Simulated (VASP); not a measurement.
Write the native input for VASP 6.6.1 that does the following.

```yaml
Task: relaxation of cell and atoms
Functional: PBE
Dispersion: D3(BJ)
Potentials_or_basis: VASP PAW PBE potentials, release 64 (S, Sn_d)
Cutoff: 600 eV
k_mesh: 12 × 12 × 1
Occupations: gaussian, width 0.03 eV
Spin: no spin polarisation
Further_INCAR_settings: ALGO = Normal; EDIFF = 1e-06; IBRION = 2; EDIFFG = -0.01; NSW = 90; ISIF = 3
```

The structure of SnS2 lies in POSCAR:

```
SnS2
1.0
    3.6390000000      0.0000000000      0.0000000000
   -1.8195000000      3.1514664400      0.0000000000
    0.0000000000      0.0000000000     38.5380000000
S Sn
8 4
Direct
    0.6666666700      0.3333333300      0.2335357300
    0.3333333300      0.6666666700      0.3096683800
    0.6666666700      0.3333333300      0.3858010300
    0.3333333300      0.6666666700      0.4619336800
    0.6666666700      0.3333333300      0.5380663200
    0.3333333300      0.6666666700      0.6141989700
    0.6666666700      0.3333333300      0.6903316200
    0.3333333300      0.6666666700      0.7664642700
    0.0000000000      0.0000000000      0.2716020600
    0.0000000000      0.0000000000      0.4238673500
    0.0000000000      0.0000000000      0.5761326500
    0.0000000000      0.0000000000      0.7283979400
```

One way to write it, as run:

INCAR

```
PREC = Accurate
ENCUT = 600
EDIFF = 1E-6
ISMEAR = 0
SIGMA = 0.03
LREAL = F
LASPH = T
NELM = 80
ALGO = Normal
ISIF = 3
LWAVE = F
LCHARG = F
GGA = PE
IVDW = 12
IBRION = 2
NSW = 90
EDIFFG = -0.01
LATTICE_CONSTRAINTS = .TRUE. .TRUE. .FALSE.
KPAR = 8
```

KPOINTS

```
Automatic mesh
0
Gamma
  12 12 1
```

Potentials or basis: VASP PAW PBE potentials, release 64 (S, Sn_d).

Command:

```bash
$ cat potpaw_PBE.64/S/POTCAR potpaw_PBE.64/Sn_d/POTCAR > POTCAR
$ mpirun -np 8 vasp_std > vasp.out
```

It gave:

- Relaxed cell: a = 3.663 Å, b = 3.663 Å, c = 38.538 Å, α = 90.00°, β = 90.00°, γ = 120.00°
- Space group after relaxing (to 0.1 Å): P-3m1 (No. 164)
- Energy gained by relaxing: 3.0 meV/atom
- Ionic steps: 6
- Largest force after relaxing: 0.008 eV/Å
- Band gap on the k mesh: 1.45 eV (least direct gap 1.70 eV)
- Dispersion energy per atom: -0.301 eV

Caveat: spin-orbit coupling is left out, which moves the levels of the heavy elements.

Run time: 6.9 min on 8 MPI ranks on AMD EPYC 9R45 96-Core Processor (Zen 5) (shared host), peak memory 0.97 GiB a rank.
